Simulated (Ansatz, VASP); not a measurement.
**BP2 in VASP and in Ansatz**

```
B P
1.0
    -1.43211    1.43211    5.18799
     1.43211   -1.43211    5.18799
     1.43211    1.43211   -5.18799
B P
1 2
Cartesian
  0.0000 0.0000 0.0000
  0.0000 0.0000 6.2530
  0.0000 0.0000 4.1230
```

Alike in both runs: functional PBE; k mesh 8 × 8 × 8; occupations gaussian, width 0.1 eV; no spin polarisation.

Ansatz relaxed the structure, and its values are those at the end. VASP's run is a single point on that final structure, the one shown.

|  | VASP | Ansatz |
| --- | --- | --- |
| version | VASP 6.6.1 | Ansatz 0.2.0 |
| potentials or method | VASP PAW PBE potentials, release 64 (B, P), cutoff 520 eV | scalar-relativistic, plane waves, PAW |
| valence electrons in the cell | 13 | 13 |

|  | VASP | Ansatz | Ansatz less VASP |
| --- | --- | --- | --- |
| gap on the k mesh at the Fermi level (eV) | none | none | - |
| pressure (GPa) | -0.3 | 0.0 | +0.35 |
| rms of the force components (eV/Å) | 0.041 | 0.004 | -0.0366 |

A gap of «none» marks a metal or a gap that the smearing closes.

The k mesh is coarse, so the values compare programs but aren't converged.
